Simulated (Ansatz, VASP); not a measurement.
## NaCl: VASP beside Ansatz

The input INCAR:

```
  PREC = Accurate
  ENCUT = 400
  EDIFF = 1E-8
  ISMEAR = -1
  SIGMA = 0.02
  LREAL = F
  LASPH = T
  NELM = 120
  ALGO = Normal
  ISIF = 2
  LWAVE = F
  LCHARG = F
  GGA = PE
  LEFG = T
  NBANDS = 14
  GGA_COMPAT = F
```

KPOINTS

```
regular mesh
0
Gamma
  8 8 8
```

File POSCAR:

```
NaCl
1.0
    2.8883186734      0.0000000000      0.0000000000
    0.0000000000      2.8883186734      0.0000000000
    0.0000000000      0.0000000000      2.8883186734
Na Cl
1 1
Direct
    0.0000000000      0.0000000000      0.0000000000
    0.5000000000      0.5000000000      0.5000000000
```

Input for Ansatz:

```yaml
crystal:
  lattice:
    - [2.8883186734, 0.0, 0.0]
    - [0.0, 2.8883186734, 0.0]
    - [0.0, 0.0, 2.8883186734]
  atoms:
    - { symbol: Na, position: [0.0, 0.0, 0.0] }
    - { symbol: Cl, position: [0.5, 0.5, 0.5] }
kpoints:
  mp_grid: { grid: [8, 8, 8] }
scf:
  occupations: { method: fermi_dirac, width: 0.02 }
hamiltonian:
  xc: pbe
  pseudopotentials: { kind: paw }
output:
  forces: true
  stress: true
  eigenvalues: true
  efg: { contact_densities: true }
```

Change from the starting cell: volume scaled by 1.03, PAW files.

Alike in both runs: task electric field gradients; functional PBE; k mesh 8 × 8 × 8; occupations fermi-dirac, width 0.02 eV; no spin polarisation.

```csv
,VASP,Ansatz
version,VASP 6.6.1,Ansatz 0.2.0
potentials or method,"VASP PAW PBE potentials, release 64 (Na_pv, Cl)","PAW with Ansatz's default frozen-core files, scalar-relativistic"
plane-wave cutoff (eV),400,420
valence electrons in the cell,14,16
```

```tsv
	VASP	Ansatz	Ansatz less VASP
gap on the k mesh at the Fermi level (eV)	4.53	4.49	-0.043
pressure (GPa)	57.6	57.7	+0.08
```

Both programs put the cell under a high pressure, so it lies far from rest at this level. The functional is the same, so the differences come from potentials, cutoffs and numerics. VASP's potentials hold 14 valence electrons a cell and Ansatz's 16, so a difference there can come from the potentials and not from the codes.
